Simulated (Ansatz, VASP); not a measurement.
Ag in VASP and in Ansatz

The input INCAR:

```
PREC = Accurate
ENCUT = 600
EDIFF = 1E-6
ISMEAR = -1
SIGMA = 0.05
LREAL = F
LASPH = T
NELM = 80
ALGO = Normal
ISIF = 3
LWAVE = F
LCHARG = F
GGA = RE
IVDW = 12
IBRION = 2
NSW = 60
EDIFFG = -0.01
```

The input KPOINTS:

```
regular mesh
0
Gamma
  11 11 11
```

Contents of POSCAR:

```
Ag
1.0
   -1.6556540000      1.6556540000      1.6556540000
    1.6556540000     -1.6556540000      1.6556540000
    1.6556540000      1.6556540000     -1.6556540000
Ag
1
Direct
    0.0000000000      0.0000000000      0.0000000000
```

Contents of input.yaml:

```yaml
crystal:
  lattice:
    - [-1.655654, 1.655654, 1.655654]
    - [1.655654, -1.655654, 1.655654]
    - [1.655654, 1.655654, -1.655654]
  atoms:
    - { symbol: Ag, position: [0.0, 0.0, 0.0] }
hamiltonian:
  xc: revpbe
  pseudopotentials: { kind: paw }
  dispersion: d3bj
kpoints:
  mp_grid: { grid: [11, 11, 11] }
scf:
  occupations: { method: fermi_dirac, width: 0.05 }
output:
  forces: true
  stress: true
  eigenvalues: true
relax:
  f_tol: 0.01
  max_steps: 40
  cell: { stress_tol: 0.05 }
```

Alike in both runs: task relaxation of cell and atoms; functional revPBE; dispersion D3(BJ); k mesh 11 × 11 × 11; occupations fermi-dirac, width 0.05 eV; no spin polarisation.

|  | VASP | Ansatz |
| --- | --- | --- |
| version | VASP 6.6.1 | Ansatz 0.2.0 |
| potentials or method | VASP PAW PBE potentials, release 64 (Ag) | Ansatz PAW |
| plane-wave cutoff (eV) | 600 | 420 |
| valence electrons in the cell | 11 | 19 |

Ansatz gave:

* gap on the k mesh at the Fermi level, each at its own relaxed structure (eV): none
* relaxed volume (Å³/atom): 16.68
* relaxed cell length with the largest relative difference (Å): 2.788

Problem. What did VASP give for the same quantities?

Solution. gap on the k mesh at the Fermi level, each at its own relaxed structure (eV): none; relaxed volume (Å³/atom): 16.65; relaxed cell length with the largest relative difference (Å): 2.786.

VASP's potentials were made for PBE, not for revPBE. A gap of «none» marks a metal or a gap that the smearing closes. VASP's potentials hold 11 valence electrons a cell and Ansatz's 19, so a difference there can come from the potentials and not from the codes.

Noted on Ansatz's run: the plane-wave basis is chosen anew once the cell has moved, so the energies of steps on either side of that aren't comparable.
